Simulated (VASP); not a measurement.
# ScSi23O48 (a cell with a defect) in VASP: notebook, part 3 of 3

VASP 6.6.1. The steps go on from the part before.

## (4) Single point, PBE

Contents of INCAR:

```
SYSTEM = ScSi23O48
  PREC = Accurate
  ENCUT = 520
  EDIFF = 1E-6
  ISMEAR = -1
  SIGMA = 0.01
  LREAL = Auto
  LASPH = .TRUE.
  NELM = 120
  ALGO = Normal
  ISIF = 2
  LWAVE = .FALSE.
  LCHARG = .FALSE.
  GGA = PE
  NBANDS = 238
  NELECT = 392.0
  GGA_COMPAT = .FALSE.
```

Contents of KPOINTS:

```
regular mesh
0
G
  1 1 1
  0 0 0
```

Contents of POSCAR:

```
ScSi23O48
1.0
   10.0416380575      0.0000000000      0.0000000000
   -5.0208190287      8.6963136534      0.0000000000
    0.0000000000      0.0000000000     11.0185484178
Si O Sc
23 48 1
Direct
    0.0062572097      0.2417545619      0.1705342925
    0.2678843332      0.2684197131     -0.0001684433
    0.2315642400      0.0016089980      0.3240874817
    0.0017367455      0.2325648472      0.6757744843
    0.2417916154      0.0070889057      0.8291205194
   -0.0076296061      0.7265093092      0.1668243114
    0.2584223408      0.7644657337     -0.0028722661
    0.2357195258      0.5209478107      0.3306088179
   -0.0014539536      0.7414508005      0.6678289051
    0.2564829001      0.7737178367      0.4933183082
    0.2316678133      0.4978158330      0.8327561140
    0.4969528613      0.2317757317      0.1670486712
    0.7636298528      0.2586967256      0.0026779898
    0.7409937888     -0.0014263009      0.3319854653
    0.5209587247      0.2361870688      0.6689120848
    0.7738046754      0.2569597181      0.5063854806
    0.7263977160     -0.0069380672      0.8327741833
    0.4966124864      0.7458848522      0.1605680779
    0.7557987280      0.7563122873     -0.0001451803
    0.7347032196      0.4867033999      0.3381681229
    0.4866145262      0.7351625493      0.6614485578
    0.7513689628      0.7515392861      0.4998334062
    0.7454301199      0.4972253634      0.8391774837
    0.0789980424      0.3786888535      0.2707675205
    0.3048063237      0.4728257083      0.4405962350
    0.1343783998      0.2143548253      0.1026644971
    0.1985272666      0.1335837642      0.3659810991
    0.4258393075      0.2983115797      0.0658480403
    0.3664818504      0.0655186880      0.2186850400
    0.0652992612      0.3675365374      0.7811173336
    0.2978896862      0.4265866875      0.9341186624
    0.1340827075      0.1999091141      0.6342333699
    0.2143545990      0.1353799029      0.8966546217
    0.4725364980      0.3044736384      0.5585552554
    0.3790305352      0.0795491830      0.7291225379
    0.0743435729      0.8569795601      0.2696447239
    0.2904538931      0.9381764240      0.4386254063
    0.1203710027      0.6999922153      0.0971317043
    0.1980917008      0.6531247799      0.3797494775
    0.4225938146      0.8061916446      0.0578316266
    0.3599620043      0.5901019069      0.2188786985
    0.0815301202      0.8807098831      0.7655222029
    0.2858194826      0.9219835853      0.9345564526
    0.1232163868      0.7115281477      0.5976838615
    0.2081062099      0.6311790289      0.8950472021
    0.4122939410      0.7959981620      0.5590560056
    0.3573248711      0.5746581721      0.7233700468
    0.5740883424      0.3572697024      0.2764969620
    0.7958662315      0.4125784665      0.4404775870
    0.6300260245      0.2079254728      0.1045298675
    0.7114636483      0.1234262828      0.4022436832
    0.9211039961      0.2862876413      0.0654782383
    0.8798127953      0.0813163648      0.2338821424
    0.5898624117      0.3610491604      0.7802312355
    0.8051394758      0.4228238454      0.9420406715
    0.6534764419      0.1988253278      0.6201362860
    0.6996323274      0.1208905396      0.9024714839
    0.9383996395      0.2911326705      0.5609671273
    0.8571498015      0.0752546247      0.7301689567
    0.5824069314      0.8796786461      0.2624091072
    0.7868600822      0.9077369427      0.4298126396
    0.6192140471      0.7050558568      0.0992973552
    0.7031975034      0.6148790905      0.4009317157
    0.9117553391      0.7855040330      0.0677742425
    0.8637890932      0.5666388373      0.2305946615
    0.5666723682      0.8645838447      0.7687718418
    0.7851981398      0.9123078858      0.9318617611
    0.6147820193      0.7035527666      0.5987926915
    0.7044163145      0.6197084098      0.9004084371
    0.9075287519      0.7869001179      0.5698511671
    0.8798262514      0.5831806536      0.7378250254
    0.2795194503      0.2797563886      0.4998302204
```

Launch:

```
cat potpaw_PBE.64/Si/POTCAR potpaw_PBE.64/O/POTCAR potpaw_PBE.64/Sc_sv/POTCAR > POTCAR
mpirun -np 1 vasp_gam > vasp.out
```

Wall time 14 min (1 thread of Intel Xeon 8259CL, shared host); peak memory 0.98 GiB.

The run converged. Its results:

```yaml
Free_energy: -566.8904 eV
Largest_force: 0.083 eV/Å
```

Forces in eV/Å, atoms in the order of the input:
```
Si   0.016 -0.020 -0.013
Si   0.006  0.012 -0.002
Si   0.028 -0.053 -0.028
Si  -0.054 -0.010  0.031
Si  -0.030  0.004  0.010
Si   0.007 -0.024 -0.012
Si   0.008  0.007 -0.005
Si  -0.043 -0.008 -0.070
Si  -0.006 -0.009  0.003
Si   0.017  0.005  0.026
Si   0.000  0.020  0.013
Si   0.015  0.009 -0.017
Si   0.006  0.007 -0.001
Si  -0.002 -0.010 -0.003
Si   0.019 -0.040  0.071
Si  -0.002  0.015 -0.022
Si  -0.023 -0.006  0.009
Si   0.007  0.004 -0.007
Si   0.004  0.011 -0.002
Si  -0.019  0.002  0.000
Si   0.013 -0.016  0.006
Si   0.006  0.015  0.004
Si   0.000  0.007  0.003
O    0.015  0.018  0.006
O    0.010  0.044  0.031
O   -0.009  0.011  0.002
O   -0.040  0.014 -0.035
O    0.004 -0.014  0.012
O   -0.015 -0.013  0.016
O   -0.003 -0.018 -0.014
O   -0.014 -0.008 -0.010
O    0.037 -0.030  0.029
O    0.017 -0.002  0.001
O    0.036  0.028 -0.030
O    0.004  0.022 -0.005
O    0.023  0.007  0.010
O   -0.014  0.001 -0.013
O   -0.009  0.012  0.001
O   -0.002  0.002 -0.002
O    0.001 -0.010  0.008
O   -0.018 -0.006  0.009
O    0.013 -0.004 -0.006
O   -0.009 -0.006 -0.012
O    0.004  0.012 -0.013
O    0.011  0.001  0.005
O   -0.012 -0.010 -0.002
O   -0.012  0.006  0.003
O    0.008 -0.007 -0.003
O   -0.004 -0.014 -0.002
O   -0.004  0.012  0.000
O    0.006  0.009  0.010
O    0.001 -0.010  0.011
O   -0.010  0.011  0.008
O    0.004 -0.020 -0.010
O   -0.007 -0.004 -0.005
O   -0.002  0.002  0.003
O    0.015  0.000  0.003
O    0.003 -0.007  0.011
O   -0.006  0.023 -0.008
O    0.011 -0.002 -0.003
O   -0.011 -0.011 -0.004
O   -0.004  0.014 -0.002
O    0.015  0.005  0.004
O    0.003 -0.011  0.010
O   -0.007  0.011 -0.001
O    0.011 -0.002 -0.002
O   -0.012 -0.004 -0.006
O   -0.001  0.014 -0.008
O    0.014  0.002  0.002
O   -0.005 -0.014  0.004
O   -0.011  0.009  0.002
Sc   0.004  0.017  0.002
```

Levels at points of the mesh, in eV from the Fermi level:
| k point | band 193 | band 194 | band 195 | band 196 | band 197 | band 198 | band 199 | band 200 |
| --- | --- | --- | --- | --- | --- | --- | --- | --- |
| (0.00, 0.00, 0.00) | -0.67 | -0.48 | -0.47 | -0.29 | 4.81 | 6.30 | 6.34 | 6.69 |

Caveat: the k points lie up to 0.72 Å⁻¹ apart; the cell carries a net charge on a neutralising background, which shifts energy and pressure; the cell is charged against a uniform background, so pressure and absolute levels hang on convention.
